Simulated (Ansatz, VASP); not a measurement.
One calculation of Te2Mo, two programs

```
Te Mo
1.0
     3.50388    0.00000    0.00000
    -1.75194    3.03445    0.00000
     0.00000    0.00000   24.76772
Te Mo
4 2
Direct
  0.33333 0.66667 0.18169
  0.33333 0.66667 0.32841
  0.33333 0.00000 0.46689
  0.33333 0.00000 0.61361
  0.66667 0.33333 0.25505
  0.66667 0.66667 0.54025
```

Alike in both runs: task single point; functional PBE; dispersion D3(BJ); k mesh 9 × 9 × 1; occupations gaussian, width 0.05 eV; no spin polarisation.

```csv
,VASP,Ansatz
version,VASP 6.6.1,Ansatz 0.2.0
potentials or method,"VASP PAW PBE potentials, release 64 (Te, Mo_sv), cutoff 520 eV","scalar-relativistic, plane waves, PAW"
valence electrons in the cell,52,92
```

```tsv
	VASP	Ansatz	Ansatz less VASP
gap on the k mesh at the Fermi level (eV)	1.06	1.06	+0.006
least direct gap on the mesh (eV)	1.15	1.15	0.000
rms of the force components (eV/Å)	0.060	0.064	+0.0032
```

VASP's potentials hold 52 valence electrons a cell and Ansatz's 92, so a difference there can come from the potentials and not from the codes.

Spin-orbit coupling is off throughout.
